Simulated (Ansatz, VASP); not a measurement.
**Two plane-wave programs on TiO**

Contents of INCAR:

```
SYSTEM = TiO
ALGO     = Normal         ! electronic algorithm
EDIFF    = 1E-6           ! SCF threshold, eV
ENCUT    = 520            ! plane-wave cutoff, eV
GGA      = PS             ! functional
ISIF     = 2              ! what is computed and relaxed
ISMEAR   = 0              ! smearing method
LASPH    = .TRUE.         ! aspherical terms in the spheres
LCHARG   = .FALSE.        ! write CHGCAR
LREAL    = .FALSE.        ! projectors in reciprocal space
LWAVE    = .FALSE.        ! write WAVECAR
NBANDS   = 16             ! bands
NELM     = 60             ! most SCF steps
PREC     = Accurate       ! precision mode
SIGMA    = 0.1            ! smearing width, eV
```

KPOINTS

```
k-points
0
G
  3 3 2
  0 0 0
```

Contents of POSCAR:

```
TiO
1.0
    3.0309987015      0.0000000000      0.0000000000
   -1.5154993507      2.6249218743      0.0000000000
    0.0000000000      0.0000000000      3.2377000000
Ti O
1 1
Direct
    0.6666666667      0.3333333333      0.0000000000
    0.0000000000      0.0000000000      0.5000000000
```

Input for Ansatz:

```yaml
crystal:
  lattice:
    - [3.0309987015, 0.0, 0.0]
    - [-1.5154993507, 2.6249218743, 0.0]
    - [0.0, 0.0, 3.2377]
  atoms:
    - { symbol: Ti, position: [0.6666666667, 0.3333333333, 0.0] }
    - { symbol: O, position: [0.0, 0.0, 0.5] }
basis:
  ecutwfc: 420
kpoints:
  mp_grid: { grid: [3, 3, 2] }
hamiltonian:
  xc: pbesol
scf:
  occupations: { method: gaussian, width: 0.1 }
output:
  forces: true
  stress: true
  eigenvalues: true
```

Alike in both runs: task single point; functional PBEsol; k mesh 3 × 3 × 2; occupations gaussian, width 0.1 eV; no spin polarisation.

|  | VASP | Ansatz |
| --- | --- | --- |
| version | VASP 6.6.1 | Ansatz 0.2.0 |
| potentials or method | VASP PAW PBE potentials, release 64 (Ti_sv, O), cutoff 520 eV | scalar-relativistic, plane waves, PAW |
| valence electrons in the cell | 18 | 18 |

```tsv
	VASP	Ansatz	Ansatz less VASP
gap on the k mesh at the Fermi level (eV)	0.07	0.07	-0.002
least direct gap on the mesh (eV)	0.07	0.07	-0.002
```

VASP's potentials were made for PBE, not for PBEsol.

The k mesh is coarse, so the values compare programs but aren't converged.
